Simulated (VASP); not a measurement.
# Ba5Na4F14 in VASP: further runs, part 2 of 2

VASP 6.6.1.

## (3) Single point, PBE

INCAR

```
PREC = Accurate
ENCUT = 520
EDIFF = 1E-6
ISMEAR = -1
SIGMA = 0.1637
LREAL = Auto
LASPH = True
NELM = 100
ALGO = Normal
ISIF = 2
LWAVE = False
LCHARG = False
GGA = PE
NBANDS = 105
ISYM = 0
```

KPOINTS

```
Automatic mesh
0
Gamma
  1 1 1
```

POSCAR

```
Ba5Na4F14
1.0
    7.5902190000      0.3427840000      0.0528720000
    0.3427840000      7.5783980000     -0.1247070000
    0.0528720000     -0.1247070000      7.4653180000
Ba F Na
5 14 4
Direct
    0.6058849421      0.2464003445      0.5596441436
    0.8248896071      0.3017270088      0.0633991622
    0.3127811600     -0.0241163981      0.3404677672
    0.0320871603      0.8691471038      0.8125417049
    0.8585262991      0.8816042420      0.3330599203
    0.3214848586      0.7122506956      0.8789411382
    0.7610363298      0.4547991448      0.3978045040
    0.6178381955      0.4855517407     -0.0405238786
    0.7812463401      0.8215126286      0.0412278913
    0.3458083623      0.3443357957      0.7754198152
    0.1059714798      0.7328338553      0.5262812097
    0.6512583833      0.0874493836      0.8990769338
    0.7380925456      0.8931084409      0.6514913960
    0.0932722320     -0.0157375446      0.1068412529
   -0.0703465762      0.1325962260      0.5769226497
    0.4708587909      0.6794753526      0.3347968682
    0.0207877293      0.5707141703      0.9679394720
    0.6398148538      0.1153602156      0.2480046979
    0.2854351411      0.3747381069      0.4303136100
    0.3197608673      0.5818751471      0.6342014509
    0.5643264584      0.8207352927      0.8876468983
    0.3589797449      0.5469051736      0.0638102659
    1.0445141007      0.4925918932      0.3555304821
```

Potentials or basis: VASP PAW PBE potentials, release 64 (Ba_sv, F, Na_pv).

Command:

```
$ cat potpaw_PBE.64/Ba_sv/POTCAR potpaw_PBE.64/F/POTCAR potpaw_PBE.64/Na_pv/POTCAR > POTCAR
$ mpirun -np 1 vasp_gam > vasp.out
```

OUTCAR:

```text
PREC = Accurate
   ENCUT = 520
   EDIFF = 1E-6
   ISMEAR = -1
   LREAL = Auto
   LASPH = True
   NELM = 100
   ISIF = 2
   GGA = PE
   ISYM = 0

 ion  position               nearest neighbor table
   1  0.606  0.246  0.560-   7 2.40  18 2.50  15 2.54  10 2.57  19 2.74  12 2.85  13 2.88  20 3.22
                             3 3.54   5 3.59   2 4.09   2 4.16   4 4.59
   2  0.825  0.302  0.063-   8 2.17  12 2.49  18 2.51   7 2.74  17 2.74  14 3.04  23 3.16   5 3.82
                             4 3.92   1 4.09   1 4.16
   3  0.313  0.976  0.340-  14 2.43  16 2.45  18 2.87  11 2.90  19 3.07   1 3.54   5 3.59  20 3.76
                             5 4.14   4 4.23   4 4.59
   4  0.032  0.869  0.813-  11 2.38  14 2.40   6 2.47  13 2.55  17 2.59   9 2.60  15 2.77  20 3.19
                            12 3.25  21 3.64   5 3.83   2 3.92   5 4.08   3 4.23   3 4.59   1 4.59
   5  0.859  0.882  0.333-   9 2.31  18 2.43  13 2.53  11 2.59  14 2.63  15 2.69  23 3.17   1 3.59
                             3 3.59   2 3.82   4 3.83   4 4.08   3 4.14
   6  0.321  0.712  0.879-  22 1.90  20 2.05  21 2.09   4 2.47
   7  0.761  0.455  0.398-  23 2.22   1 2.40   2 2.74
   8  0.618  0.486  0.959-  22 2.11   2 2.17
   9  0.781  0.822  0.041-  21 2.02   5 2.31   4 2.60
  10  0.346  0.344  0.775-  20 2.11   1 2.57
  11  0.106  0.733  0.526-  20 2.09  23 2.28   4 2.38   5 2.59   3 2.90
  12  0.651  0.087  0.899-  21 2.18   2 2.49   1 2.85   4 3.25
  13  0.738  0.893  0.651-  21 2.30   5 2.53   4 2.55   1 2.88
  14  0.093  0.984  0.107-   4 2.40   3 2.43   5 2.63   2 3.04
  15  0.930  0.133  0.577-   1 2.54   5 2.69   4 2.77
  16  0.471  0.679  0.335-   3 2.45
  17  0.021  0.571  0.968-   4 2.59   2 2.74
  18  0.640  0.115  0.248-   5 2.43   1 2.50   2 2.51   3 2.87
  19  0.285  0.375  0.430-  23 2.06  20 2.19   1 2.74   3 3.07
  20  0.320  0.582  0.634-   6 2.05  11 2.09  10 2.11  19 2.19   4 3.19   1 3.22   3 3.76
  21  0.564  0.821  0.888-   9 2.02   6 2.09  12 2.18  13 2.30   4 3.64
  22  0.359  0.547  0.064-   6 1.90   8 2.11
  23  0.045  0.493  0.356-  19 2.06   7 2.22  11 2.28   2 3.16   5 3.17

IMPORTANT INFORMATION: All symmetrisations will be switched off!
NOSYMM: (Re-)initialisation of all symmetry stuff for point group C_1.

----------------------------------------------------------------------------------------

                                     Primitive cell

  volume of cell :     428.3969

  direct lattice vectors                    reciprocal lattice vectors
     7.590219000  0.342784000  0.052872000     0.132026177 -0.005988805 -0.001035098
     0.342784000  7.578398000 -0.124707000    -0.005988805  0.132261948  0.002251831
     0.052872000 -0.124707000  7.465318000    -0.001035098  0.002251831  0.133997714

  length of vectors
     7.598139298  7.587171341  7.466546734     0.132165988  0.132416613  0.134020631

  position of ions in fractional coordinates (direct lattice)
     0.605884942  0.246400345  0.559644144
     0.824889607  0.301727009  0.063399162
     0.312781160  0.975883602  0.340467767
     0.032087160  0.869147104  0.812541705
     0.858526299  0.881604242  0.333059920
     0.321484859  0.712250696  0.878941138
[... 15 lines left out ...]
     0.358979745  0.546905174  0.063810266
     0.044514101  0.492591893  0.355530482

  ion indices of the primitive-cell ions
   primitive index   ion index
                 1           1
                 2           2
                 3           3
                 4           4
                 5           5
                 6           6
[... 15 lines left out ...]
                22          22
                23          23

----------------------------------------------------------------------------------------

 KPOINTS: Automatic mesh

Automatic generation of k-mesh.
 Grid dimensions read from file:
 generate k-points for:    1    1    1

 Generating k-lattice:

  Cartesian coordinates                     Fractional coordinates (reciprocal lattice)
     0.132026177 -0.005988805 -0.001035098     1.000000000  0.000000000  0.000000000
    -0.005988805  0.132261948  0.002251831     0.000000000  1.000000000  0.000000000
    -0.001035098  0.002251831  0.133997714    -0.000000000  0.000000000  1.000000000

  Length of vectors
     0.132165988  0.132416613  0.134020631

  Shift w.r.t. Gamma in fractional coordinates (k-lattice)
     0.000000000  0.000000000  0.000000000

 Subroutine IBZKPT returns following result:
 ===========================================

 Found      1 irreducible k-points:

 Following reciprocal coordinates:
            Coordinates               Weight
  0.000000  0.000000  0.000000      1.000000
   k-points           NKPTS =      1   k-points in BZ     NKDIM =      1   number of bands    NBANDS=    105
   number of dos      NEDOS =    301   number of ions     NIONS =     23
   total plane-waves  NPLWV = 188160
   dimension x,y,z NGX =    60 NGY =   56 NGZ =   56
   dimension x,y,z NGXF=   120 NGYF=  112 NGZF=  112
   ions per type =               5  14   4
   NGX,Y,Z   is equivalent  to a cutoff of  13.13, 12.27, 12.47 a.u.
   NGXF,Y,Z  is equivalent  to a cutoff of  26.26, 24.54, 24.94 a.u.
 SYSTEM =  unknown system
   PREC   = accura    normal or accurate (medium, high low for compatibility)
   ISTART =      0    job   : 0-new  1-cont  2-samecut
   ICHARG =      2    charge: 1-file 2-atom 10-const
   ISPIN  =      1    spin polarized calculation?
   LNONCOLLINEAR =      F non collinear calculations
   LSORBIT =      F    spin-orbit coupling
   LASPH  =      T    aspherical Exc in radial PAW
   ENCUT  =  520.0 eV  38.22 Ry    6.18 a.u.  14.13 14.11 13.88*2*pi/ulx,y,z
   NELM   =    100;   NELMIN=  2; NELMDL= -5     # of ELM steps
   EDIFF  = 0.1E-05   stopping-criterion for ELM
   LREAL  =      T    real-space projection
   EDIFFG = 0.1E-04   stopping-criterion for IOM
   NSW    =      0    number of steps for IOM
   IBRION =     -1    ionic relax: 0-MD 1-quasi-New 2-CG
   NFREE  =      0    steps in history (QN), initial steepest desc. (CG)
   ISIF   =      2    stress and relaxation
   ISYM   =      0    0-nonsym 1-usesym 2-fastsym
   POTIM  = 0.5000    time-step for ionic-motion
   TEBEG  =    0.0;   TEEND  =   0.0 temperature during run
   PSTRESS=    0.0 pullay stress
   NELECT =     176.0000    total number of electrons
   NUPDOWN=      -1.0000    fix difference up-down
   EMIN   =  10.00;   EMAX   =-10.00  energy-range for DOS
   EFERMI =   0.00;   METHOD = LEGACY
   ISMEAR =    -1;   SIGMA  =   0.16  broadening in eV -4-tet -1-fermi 0-gaus
   EFERMI_NEDOS =   21; number of points for ismear=-14 and -15
   IALGO  =     38    algorithm
   IMIX   =      4    mixing-type and parameters
     AMIX     =   0.40;   BMIX     =  1.00
     AMIX_MAG =   1.60;   BMIX_MAG =  1.00
  volume/ion in A,a.u.               =      18.63       125.69
  Fermi-wavevector in a.u.,A,eV,Ry     =   1.217018  2.299830 20.152032  1.481133
  Thomas-Fermi vector in A             =   2.352352
   LORBIT       =      0    0 simple, 1 ext, 2 COOP (PROOUT), +10 PAW based schemes
   GGA     = PE    functional components
   LHFCALC =     F    Hartree Fock is set to
   AEXX    =    0.0000 exact exchange contribution
   IVDW    =     0    specifies the selected vdW correction
   LEPSILON=     F    determine dielectric tensor
   LRPA    =     F    only Hartree local field effects (RPA)
 non-spin polarized calculation
  energy-cutoff  :      520.00
  volume of cell :      428.40
 maximum number of plane-waves:      5749
 NGX is ok and might be reduce to    60
   NGX = 29   NGY = 29   NGZ = 27

 number of electron     175.9999939 magnetization

 Free energy of the ion-electron system (eV)
  ---------------------------------------------------
  ext. energy  EPLUGINS =         0.00000000
  ---------------------------------------------------
  free energy    TOTEN  =      -107.93908215 eV

  energy without entropy =     -107.93873698  energy(sigma->0) =     -107.93890956

 E-fermi :   1.3818     XC(G=0):  -8.3608

 val. band max:       -0.3354948857   @ k =   0.0000   0.0000   0.0000
 cond. band min:       3.0255738899   @ k =   0.0000   0.0000   0.0000
 fundamental gap:      3.3610687756
 Fermi energy:         1.3817857017

 k-point     1 :       0.0000    0.0000    0.0000
  band No.  band energies     occupation
      1     -27.6302      2.00000
      2     -25.9511      2.00000
      3     -25.4923      2.00000
      4     -25.3524      2.00000
      5     -25.1371      2.00000
      6     -23.3844      2.00000
[... 92 lines left out ...]
     99       6.1171      0.00000
    100       6.4896      0.00000
 [bands above 100 left out]

------------------------ aborting loop because EDIFF is reached ----------------------------------------

  FORCE on cell =-STRESS in cart. coord.  units (eV):
  Direction    XX          YY          ZZ          XY          YZ          ZX
  --------------------------------------------------------------------------------------
  -------------------------------------------------------------------------------------
  Total       22.6502845     19.0916305     20.9407583     -7.1774206      3.5007651      5.2525568
  in kB       84.7106409     71.4014986     78.3171203    -26.8431022     13.0926416     19.6442325
  external PRESSURE =      78.1430866 kB  Pullay stress =       0.0000000 kB

 VOLUME and BASIS-vectors are now :
 -----------------------------------------------------------------------------
  energy-cutoff  :      520.00
  volume of cell :      428.40
      direct lattice vectors                 reciprocal lattice vectors
     7.590219000  0.342784000  0.052872000     0.132026177 -0.005988805 -0.001035098
     0.342784000  7.578398000 -0.124707000    -0.005988805  0.132261948  0.002251831
     0.052872000 -0.124707000  7.465318000    -0.001035098  0.002251831  0.133997714

 POSITION                                       TOTAL-FORCE (eV/Angst)
 -----------------------------------------------------------------------------------
      4.71285      2.00522      4.17923        -0.509202      0.667689      2.730675
      6.36787      2.56146      0.47928         1.303242     -0.340291     -0.318869
      2.72660      7.46039      2.43654         0.623418      0.344839      0.080813
      0.58444      6.49641      5.95919        -1.971331      0.400789      0.727006
      6.83621      6.93390      2.42185        -0.549555     -1.361952      0.699387
      2.73076      5.39831      6.48975         0.293666      2.131227     -0.887003
[... 15 lines left out ...]
      2.91558      4.25976      0.42714        -0.032386     -1.863151      1.065939
      0.52552      3.70398      2.59507        -0.229574     -0.162415      0.420199
 -----------------------------------------------------------------------------------
    total drift:                                0.002855      0.000600     -0.009399

  FREE ENERGIE OF THE ION-ELECTRON SYSTEM (eV)
  ---------------------------------------------------
  free  energy   TOTEN  =      -107.9390821467 eV

  energy  without entropy=     -107.9387369797  energy(sigma->0) =     -107.93890956
```

It used 87 s of CPU time on 1 thread of Intel(R) Xeon(R) Platinum 8259CL CPU @ 2.50GHz (Skylake/Cascade Lake), with other jobs on the host.

What came out:

- Free energy: -107.9391 eV
- Pressure: 7.8 GPa
- Largest force: 2.857 eV/Å

Forces in eV/Å, atoms in the order of the input:
```
Ba  -0.509  0.668  2.731
Ba   1.303 -0.340 -0.319
Ba   0.623  0.345  0.081
Ba  -1.971  0.401  0.727
Ba  -0.550 -1.362  0.699
F    0.294  2.131 -0.887
F    1.135  0.542 -0.609
F   -1.003  1.455 -1.074
F    0.216 -0.521  0.102
F    0.082 -0.588  0.194
F    0.524 -0.124 -1.897
F   -0.192  1.349 -0.302
F   -1.183 -1.075 -1.210
F    0.551  1.030  1.364
F    1.295  0.178 -0.615
F   -0.588  0.951 -0.060
F    0.412 -0.807  0.960
F   -1.442 -0.278  0.613
F    0.229 -1.092 -1.121
Na   0.509 -0.913 -0.396
Na   0.528  0.077 -0.467
Na  -0.032 -1.863  1.066
Na  -0.230 -0.162  0.420
```

Stress tensor (GPa, compression positive):
```
 8.47 -2.68  1.96
-2.68  7.14  1.31
 1.96  1.31  7.83
```

Caveat: the k points lie up to 0.84 Å⁻¹ apart, too coarse for converged energies, forces and pressures; the atoms stand as in a frame of molecular dynamics; spin-orbit coupling is left out, which moves the levels of the heavy elements.

## (4) Single point, PBE

INCAR

```
PREC = Accurate
ENCUT = 520
EDIFF = 1E-6
ISMEAR = -1
SIGMA = 0.1637
LREAL = Auto
LASPH = T
NELM = 60
ALGO = Normal
ISIF = 2
LWAVE = F
LCHARG = F
GGA = PE
ISYM = 0
NBANDS = 105
```

KPOINTS

```
regular mesh
0
Gamma
  1 1 1
```

POSCAR

```
Ba5Na4F14
1.0
    7.5902190000      0.3427840000      0.0528720000
    0.3427840000      7.5783980000     -0.1247070000
    0.0528720000     -0.1247070000      7.4653180000
Ba F Na
5 14 4
Direct
    0.6179589837      0.2595535883      0.5868543607
    0.8339188176      0.3198653812      0.0846158859
    0.3027075801     -0.0327405700      0.3382909163
   -0.0057335893      0.8522414067      0.7600711203
    0.8345697857      0.8367641026      0.3610268132
    0.3011565881      0.8486958666      0.8209861341
    0.8621205977      0.4403701407      0.3788587705
    0.7634503916      0.5052604337     -0.2649391005
    0.8200857058      0.8144142619      0.0577567611
    0.4140714232      0.3541739139      0.8208515943
    0.1800834115      0.6702552049      0.4407003353
    0.6619303618      0.1262050427      0.8647965258
    0.6702805453      0.7951914296      0.5874937765
    0.0518617870      0.1086082847      0.0921375589
    0.0992534663      0.0370994112      0.5537027126
    0.5373769072      0.6352586050      0.2647545628
    0.0596763537      0.5127245208      1.0346619030
    0.5811313932      0.0597985104      0.3024566018
    0.3092825071      0.3390476894      0.4079837236
    0.3725834536      0.5993858922      0.6663659049
    0.6226919301      0.7449100514      0.8970841604
    0.3326732794      0.4697047791      0.1368715133
    1.0717231727      0.3870398950      0.5687004139
```

Command:

```
$ cat potpaw_PBE.64/Ba_sv/POTCAR potpaw_PBE.64/F/POTCAR potpaw_PBE.64/Na_pv/POTCAR > POTCAR
$ mpirun -np 1 vasp_gam > vasp.out
```

Run time: 1.9 min. Hardware: 1 thread of Intel Xeon Platinum 8259CL at 2.50GHz (Skylake/Cascade Lake), shared host; peak memory 0.42 GiB.

Results (log left out):

| Property | Result |
| --- | --- |
| Free energy | -108.8980 eV |
| Pressure | 7.0 GPa |
| Largest force | 4.029 eV/Å |

Forces in eV/Å, atoms in the order of the input:
```
Ba   0.038  0.511 -0.923
Ba  -2.505  1.738 -1.026
Ba   0.561 -1.217 -2.832
Ba  -0.469 -1.261  3.354
Ba   2.315 -1.074 -2.996
F    0.896 -0.639  0.215
F    0.003 -0.012  1.164
F    0.540 -0.048  0.838
F    0.048  0.077 -1.515
F   -1.096  1.327  0.321
F   -0.702  0.622  0.926
F    1.192 -1.321  0.288
F   -2.536  0.077  3.130
F    2.058 -2.413  0.419
F   -1.862  2.269  0.625
F   -0.115  0.363 -0.614
F    0.798  0.655 -0.637
F    1.512  0.908 -0.320
F    0.493 -0.835  0.281
Na   0.180  0.194 -0.532
Na  -0.993  0.125 -0.227
Na  -0.290 -0.097  0.155
Na  -0.064  0.050 -0.093
```

Stress tensor (GPa, compression positive):
```
 8.59 -1.16 -2.09
-1.16  4.37  0.06
-2.09  0.06  7.90
```

Levels at points of the mesh, in eV from the Fermi level:
| k point | band 86 | band 87 | band 88 | band 89 | band 90 | band 91 |
| --- | --- | --- | --- | --- | --- | --- |
| (0.00, 0.00, 0.00) | -2.51 | -2.49 | -2.37 | 2.20 | 3.38 | 3.59 |

Caveat: the k points lie up to 0.84 Å⁻¹ apart, too coarse for converged energies, forces and pressures; the atoms stand as in a frame of molecular dynamics; spin-orbit coupling is left out, which moves the levels of the heavy elements.

## (5) The runs side by side

| cell | pressure (GPa) | largest force (eV/Å) |
| --- | --- | --- |
| as given, atomic positions A | 9.8 | 3.83 |
| as given, atomic positions B | 7.8 | 2.86 |
| as given, atomic positions C | 7.0 | 4.03 |

Alike in all rows: task single point; level PBE; potentials or basis VASP PAW PBE potentials, release 64 (Ba_sv, F, Na_pv); no spin polarisation; k mesh 1 × 1 × 1; cutoff (eV) 520; smearing fermi-dirac 0.1637 eV.

Caveats: all runs use coarse meshes; the atoms stand as in a frame of molecular dynamics; spin-orbit coupling is left out, which moves the levels of the heavy elements.

Total energies depend on the potentials used, so only differences within one code and one set of settings carry meaning.
